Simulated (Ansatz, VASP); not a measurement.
## One calculation of Pd, two programs

```
Pd
1.0
     0.00000    1.94490    1.94490
     1.94490    0.00000    1.94490
     1.94490    1.94490    0.00000
Pd
1
Direct
  0.00000 0.00000 0.00000
```

Alike in both runs: task electric field gradients; functional LDA; k mesh 18 × 18 × 18; occupations fermi-dirac, width 0.05 eV; no spin polarisation.

```csv
,VASP,Ansatz
version,VASP 6.6.1,Ansatz 0.2.0
potentials or method,"VASP PAW LDA potentials, release 64 (Pd)","PAW with Ansatz's default frozen-core files, scalar-relativistic"
plane-wave cutoff (eV),520,420
valence electrons in the cell,10,18
```

|  | VASP | Ansatz | Ansatz less VASP |
| --- | --- | --- | --- |
| pressure (GPa) | -7.8 | -8.0 | -0.25 |

LDA's correlation is that of Perdew and Zunger in VASP and of Perdew and Wang (1992) in Ansatz. VASP's potentials hold 10 valence electrons a cell and Ansatz's 18, so a difference there can come from the potentials and not from the codes.
